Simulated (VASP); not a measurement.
# SnSe2 (P-3m1) in VASP: notebook

The runs below take SnSe2 through single point, relaxation of cell and atoms, with PBE, PBEsol+D3(BJ), PBEsol+D4.

Program: VASP 6.6.1. These are calculated values, not measurements. Logs are shortened: lines on timing, memory, paths and dates and some standing lists are left out, and cuts for length are marked.

## Step 1: The cell of the first run

The structure is trigonal, space group P-3m1 (No. 164). Conventional cell: a = 3.811 Å, b = 3.811 Å, c = 6.381 Å, α = 90.00°, β = 90.00°, γ = 120.00°. Sn (site symmetry -3m) has 6 Se at 2.71 Å within 3.6 Å. Se (site symmetry 3m) has 3 Sn at 2.71 Å within 3.6 Å.

## Step 2: Single point, PBE

INCAR reads:

```
ALGO = Normal
EDIFF = 1E-7
ENCUT = 520
GGA = PE
ISIF = 2
ISMEAR = -1
LASPH = T
LCHARG = T
LELF = T
LREAL = F
LVHAR = T
LWAVE = F
NBANDS = 20
NELM = 100
PREC = Accurate
SIGMA = 0.05
```

KPOINTS reads:

```
k-points
0
Gamma
  7 7 4
```

POSCAR reads:

```
SnSe2
1.0
    3.8110000000      0.0000000000      0.0000000000
   -1.9055000000      3.3004228138      0.0000000000
    0.0000000000      0.0000000000      6.3814400000
Sn Se
1 2
Direct
    0.0000000000      0.0000000000      0.0000000000
    0.6666666667      0.3333333333      0.7510000000
    0.3333333333      0.6666666667      0.2490000000
```

Potentials or basis: VASP PAW PBE potentials, release 64 (Sn_d, Se).

Launch:

```console
cat potpaw_PBE.64/Sn_d/POTCAR potpaw_PBE.64/Se/POTCAR > POTCAR
mpirun -np 1 vasp_std > vasp.out
```

OUTCAR:

```text
EDIFF = 1E-7
   ENCUT = 520
   GGA = PE
   ISIF = 2
   ISMEAR = -1
   LASPH = T
   LREAL = F
   NELM = 100
   PREC = Accurate

 ion  position               nearest neighbor table
   1  0.000  0.000  0.000-   2 2.71   3 2.71   3 2.71   2 2.71   2 2.71   3 2.71
   2  0.667  0.333  0.751-   1 2.71   1 2.71   1 2.71
   3  0.333  0.667  0.249-   1 2.71   1 2.71   1 2.71

  LATTYP: Found a hexagonal cell.
 ALAT       =     3.8110000000
 C/A-ratio  =     1.6744791393

  Lattice vectors:

 A1 = (   3.8110000000,   0.0000000000,   0.0000000000)
 A2 = (  -1.9055000000,   3.3004228138,   0.0000000000)
 A3 = (   0.0000000000,   0.0000000000,   6.3814400000)

Analysis of symmetry for initial positions (statically):
=====================================================================
 Subroutine PRICEL returns:
 Original cell was already a primitive cell.

 Routine SETGRP: Setting up the symmetry group for a
 hexagonal supercell.

 Subroutine GETGRP returns: Found 12 space group operations
 (whereof 12 operations were pure point group operations)
 out of a pool of 24 trial point group operations.

The static configuration has the point symmetry D_3d.

Analysis of symmetry for dynamics (positions and initial velocities):
=====================================================================
 Subroutine PRICEL returns:
 Original cell was already a primitive cell.

 Routine SETGRP: Setting up the symmetry group for a
 hexagonal supercell.

 Subroutine GETGRP returns: Found 12 space group operations
 (whereof 12 operations were pure point group operations)
 out of a pool of 24 trial point group operations.

The dynamic configuration has the point symmetry D_3d.

 Subroutine INISYM returns: Found 12 space group operations
 (whereof 12 operations are pure point group operations),
 and found     1 'primitive' translations

----------------------------------------------------------------------------------------

                                     Primitive cell

  volume of cell :      80.2652

  direct lattice vectors                    reciprocal lattice vectors
     3.811000000  0.000000000  0.000000000     0.262398321  0.151495741  0.000000000
    -1.905500000  3.300422814  0.000000000     0.000000000  0.302991482  0.000000000
     0.000000000  0.000000000  6.381440000     0.000000000  0.000000000  0.156704443

  length of vectors
     3.811000000  3.811000000  6.381440000     0.302991482  0.302991482  0.156704443

  position of ions in fractional coordinates (direct lattice)
     0.000000000  0.000000000  0.000000000
     0.666666667  0.333333333  0.751000000
     0.333333333  0.666666667  0.249000000

  ion indices of the primitive-cell ions
   primitive index   ion index
                 1           1
                 2           2
                 3           3

----------------------------------------------------------------------------------------

 KPOINTS: k-points

Automatic generation of k-mesh.
 Grid dimensions read from file:
 generate k-points for:    7    7    4

 Generating k-lattice:

  Cartesian coordinates                     Fractional coordinates (reciprocal lattice)
     0.037485474  0.021642249  0.000000000     0.142857143 -0.000000000  0.000000000
     0.000000000  0.043284497  0.000000000     0.000000000  0.142857143  0.000000000
     0.000000000  0.000000000  0.039176111     0.000000000  0.000000000  0.250000000

  Length of vectors
     0.043284497  0.043284497  0.039176111

  Shift w.r.t. Gamma in fractional coordinates (k-lattice)
     0.000000000  0.000000000  0.000000000

 Subroutine IBZKPT returns following result:
 ===========================================

 Found     28 irreducible k-points:

 Following reciprocal coordinates:
            Coordinates               Weight
  0.000000  0.000000  0.000000      1.000000
  0.142857  0.000000  0.000000      6.000000
  0.285714  0.000000  0.000000      6.000000
  0.428571  0.000000  0.000000      6.000000
  0.142857  0.142857  0.000000      6.000000
  0.285714  0.142857  0.000000     12.000000
[... 16 lines left out ...]
  0.285714  0.000000  0.500000      6.000000
  0.428571  0.000000  0.500000      6.000000
 [... further k-points ...]
   k-points           NKPTS =     28   k-points in BZ     NKDIM =     28   number of bands    NBANDS=     20
   number of dos      NEDOS =    301   number of ions     NIONS =      3
   total plane-waves  NPLWV =  37632
   dimension x,y,z NGX =    28 NGY =   28 NGZ =   48
   dimension x,y,z NGXF=    56 NGYF=   56 NGZF=   96
   ions per type =               1   2
   NGX,Y,Z   is equivalent  to a cutoff of  12.21, 12.21, 12.50 a.u.
   NGXF,Y,Z  is equivalent  to a cutoff of  24.43, 24.43, 25.01 a.u.
 SYSTEM =  unknown system
   PREC   = accura    normal or accurate (medium, high low for compatibility)
   ISTART =      0    job   : 0-new  1-cont  2-samecut
   ICHARG =      2    charge: 1-file 2-atom 10-const
   ISPIN  =      1    spin polarized calculation?
   LNONCOLLINEAR =      F non collinear calculations
   LSORBIT =      F    spin-orbit coupling
   LASPH  =      T    aspherical Exc in radial PAW
   ENCUT  =  520.0 eV  38.22 Ry    6.18 a.u.   7.09  7.09 11.87*2*pi/ulx,y,z
   NELM   =    100;   NELMIN=  2; NELMDL= -5     # of ELM steps
   EDIFF  = 0.1E-06   stopping-criterion for ELM
   LREAL  =      F    real-space projection
   EDIFFG = 0.1E-05   stopping-criterion for IOM
   NSW    =      0    number of steps for IOM
   IBRION =     -1    ionic relax: 0-MD 1-quasi-New 2-CG
   NFREE  =      0    steps in history (QN), initial steepest desc. (CG)
   ISIF   =      2    stress and relaxation
   ISYM   =      2    0-nonsym 1-usesym 2-fastsym
   POTIM  = 0.5000    time-step for ionic-motion
   TEBEG  =    0.0;   TEEND  =   0.0 temperature during run
   PSTRESS=    0.0 pullay stress
   NELECT =      26.0000    total number of electrons
   NUPDOWN=      -1.0000    fix difference up-down
   EMIN   =  10.00;   EMAX   =-10.00  energy-range for DOS
   EFERMI =   0.00;   METHOD = LEGACY
   ISMEAR =    -1;   SIGMA  =   0.05  broadening in eV -4-tet -1-fermi 0-gaus
   EFERMI_NEDOS =   21; number of points for ismear=-14 and -15
   IALGO  =     38    algorithm
   IMIX   =      4    mixing-type and parameters
     AMIX     =   0.40;   BMIX     =  1.00
     AMIX_MAG =   1.60;   BMIX_MAG =  1.00
  volume/ion in A,a.u.               =      26.76       180.55
  Fermi-wavevector in a.u.,A,eV,Ry     =   1.124321  2.124658 17.199084  1.264097
  Thomas-Fermi vector in A             =   2.260992
   LORBIT       =      0    0 simple, 1 ext, 2 COOP (PROOUT), +10 PAW based schemes
   GGA     = PE    functional components
   LHFCALC =     F    Hartree Fock is set to
   AEXX    =    0.0000 exact exchange contribution
   IVDW    =     0    specifies the selected vdW correction
   LEPSILON=     F    determine dielectric tensor
   LRPA    =     F    only Hartree local field effects (RPA)
 non-spin polarized calculation
  energy-cutoff  :      520.00
  volume of cell :       80.27
 maximum number of plane-waves:      2172
   NGX = 15   NGY = 15   NGZ = 23

 number of electron      26.0000000 magnetization

 Free energy of the ion-electron system (eV)
  ---------------------------------------------------
  ext. energy  EPLUGINS =         0.00000000
  ---------------------------------------------------
  free energy    TOTEN  =       -11.82893228 eV

  energy without entropy =      -11.82887703  energy(sigma->0) =      -11.82890466

 E-fermi :   4.1398     XC(G=0):  -9.2714

 val. band max:        3.7550975208   @ k =   0.1429   0.0000   0.2500
 cond. band min:       4.5081658234   @ k =   0.0000   0.4286   0.2500
 fundamental gap:      0.7530683026
 Fermi energy:         4.1398325188

 k-point     1 :       0.0000    0.0000    0.0000
  band No.  band energies     occupation
      1     -17.4580      2.00000
      2     -17.4580      2.00000
      3     -17.4190      2.00000
      4     -17.4078      2.00000
      5     -17.4078      2.00000
      6      -9.9790      2.00000
[... 12 lines left out ...]
     19      12.7650      0.00000
     20      12.7650      0.00000

 k-point     2 :       0.1429    0.0000    0.0000
  band No.  band energies     occupation
      1     -17.4662      2.00000
      2     -17.4506      2.00000
      3     -17.4150      2.00000
      4     -17.4115      2.00000
      5     -17.4072      2.00000
      6      -9.7812      2.00000
[... 12 lines left out ...]
     19      12.0863      0.00000
     20      12.9849      0.00000

 k-point     3 :       0.2857    0.0000    0.0000
  band No.  band energies     occupation
      1     -17.4876      2.00000
      2     -17.4386      2.00000
      3     -17.4241      2.00000
      4     -17.4011      2.00000
      5     -17.3981      2.00000
      6      -9.2348      2.00000
[... 12 lines left out ...]
     19      12.4002      0.00000
     20      13.1142      0.00000

 k-point     4 :       0.4286    0.0000    0.0000
  band No.  band energies     occupation
      1     -17.5063      2.00000
      2     -17.4347      2.00000
      3     -17.4310      2.00000
      4     -17.3903      2.00000
      5     -17.3862      2.00000
      6      -8.5614      2.00000
[... 12 lines left out ...]
     19      13.2711      0.00000
     20      14.0170      0.00000

 k-point     5 :       0.1429    0.1429    0.0000
  band No.  band energies     occupation
      1     -17.4774      2.00000
      2     -17.4453      2.00000
      3     -17.4185      2.00000
      4     -17.4098      2.00000
      5     -17.3988      2.00000
      6      -9.4069      2.00000
[... 12 lines left out ...]
     19      11.1622      0.00000
     20      13.4728      0.00000

 k-point     6 :       0.2857    0.1429    0.0000
  band No.  band energies     occupation
      1     -17.4926      2.00000
      2     -17.4434      2.00000
      3     -17.4239      2.00000
      4     -17.4021      2.00000
      5     -17.3871      2.00000
      6      -8.7716      2.00000
[... 12 lines left out ...]
     19      11.9154      0.00000
     20      13.4990      0.00000

 k-point     7 :       0.4286    0.1429    0.0000
  band No.  band energies     occupation
      1     -17.4999      2.00000
      2     -17.4436      2.00000
      3     -17.4265      2.00000
      4     -17.3933      2.00000
      5     -17.3854      2.00000
      6      -8.3038      2.00000
[... 12 lines left out ...]
     19      13.1580      0.00000
     20      13.9249      0.00000
[... 277 lines left out ...]
 k-point    20 :       0.2857    0.2857    0.2500
  band No.  band energies     occupation
      1     -17.4837      2.00000
      2     -17.4596      2.00000
      3     -17.4154      2.00000
      4     -17.4041      2.00000
      5     -17.3862      2.00000
      6      -8.1955      2.00000
[... 12 lines left out ...]
     19      11.8835      0.00000
     20      13.3989      0.00000

 k-point    21 :       0.0000    0.0000    0.5000
  band No.  band energies     occupation
      1     -17.4581      2.00000
      2     -17.4581      2.00000
      3     -17.4189      2.00000
      4     -17.4079      2.00000
      5     -17.4079      2.00000
      6      -9.8375      2.00000
[... 12 lines left out ...]
     19      12.3155      0.00000
     20      12.3155      0.00000

 k-point    22 :       0.1429    0.0000    0.5000
  band No.  band energies     occupation
      1     -17.4662      2.00000
      2     -17.4507      2.00000
      3     -17.4149      2.00000
      4     -17.4114      2.00000
      5     -17.4072      2.00000
      6      -9.6423      2.00000
[... 12 lines left out ...]
     19      11.8787      0.00000
     20      12.7951      0.00000

 k-point    23 :       0.2857    0.0000    0.5000
  band No.  band energies     occupation
      1     -17.4877      2.00000
      2     -17.4386      2.00000
      3     -17.4241      2.00000
      4     -17.4011      2.00000
      5     -17.3980      2.00000
      6      -9.1078      2.00000
[... 12 lines left out ...]
     19      12.7032      0.00000
     20      13.1280      0.00000

 k-point    24 :       0.4286    0.0000    0.5000
  band No.  band energies     occupation
      1     -17.5064      2.00000
      2     -17.4347      2.00000
      3     -17.4310      2.00000
      4     -17.3903      2.00000
      5     -17.3861      2.00000
      6      -8.4700      2.00000
[... 12 lines left out ...]
     19      13.4024      0.00000
     20      14.1218      0.00000

 [... further k-points ...]
[... 5 lines left out ...]
  --------------------------------------------------------------------------------------
  -------------------------------------------------------------------------------------
  Total        1.4901397      1.4901397      1.1290971      0.0000000     -0.0000000      0.0000000
  in kB       29.7447508     29.7447508     22.5379620      0.0000000     -0.0000000      0.0000000
  external PRESSURE =      27.3424879 kB  Pullay stress =       0.0000000 kB

 VOLUME and BASIS-vectors are now :
 -----------------------------------------------------------------------------
  energy-cutoff  :      520.00
  volume of cell :       80.27
      direct lattice vectors                 reciprocal lattice vectors
     3.811000000  0.000000000  0.000000000     0.262398321  0.151495741  0.000000000
    -1.905500000  3.300422814  0.000000000     0.000000000  0.302991482  0.000000000
     0.000000000  0.000000000  6.381440000     0.000000000  0.000000000  0.156704443

 POSITION                                       TOTAL-FORCE (eV/Angst)
 -----------------------------------------------------------------------------------
      0.00000      0.00000      0.00000        -0.000000      0.000000      0.000000
      1.90550      1.10014      4.79246         0.000000      0.000000     -0.208661
     -0.00000      2.20028      1.58898        -0.000000     -0.000000      0.208661
 -----------------------------------------------------------------------------------
    total drift:                                0.000000      0.000000     -0.000000

  FREE ENERGIE OF THE ION-ELECTRON SYSTEM (eV)
  ---------------------------------------------------
  free  energy   TOTEN  =       -11.8289322812 eV

  energy  without entropy=      -11.8288770316  energy(sigma->0) =      -11.82890466
```

Wall time 86 s (1 thread of AMD EPYC 7R13, shared host); peak memory 0.17 GiB.

Results:

* Free energy: -11.8289 eV
* Pressure: 2.7 GPa
* Largest force: 0.209 eV/Å
* Band gap on the k mesh: 0.75 eV, indirect (least direct gap 1.16 eV)

Forces in eV/Å, atoms in the order of the input:
```
Sn   0.000  0.000  0.000
Se   0.000  0.000 -0.209
Se   0.000  0.000  0.209
```

Stress tensor (GPa, compression positive):
```
2.97 0.00 0.00
0.00 2.97 0.00
0.00 0.00 2.25
```

Levels at points of the mesh, in eV from the valence-band top:
| k point | band 9 | band 10 | band 11 | band 12 | band 13 | band 14 | band 15 | band 16 | band 17 | band 18 |
| --- | --- | --- | --- | --- | --- | --- | --- | --- | --- | --- |
| (0.00, 0.00, 0.00) | -0.50 | -0.50 | -0.28 | -0.21 | -0.21 | 1.08 | 3.14 | 4.69 | 4.69 | 7.85 |
| (0.00, 0.00, 0.50) | -2.05 | -0.58 | -0.58 | -0.09 | -0.09 | 2.43 | 3.06 | 4.48 | 4.48 | 8.01 |

Caveat: spin-orbit coupling is left out, which moves the levels of the heavy elements; this functional lacks dispersion, which binds the layers, so the pressure and a relaxed spacing across them are unreliable.

[end of part 1 of 3]
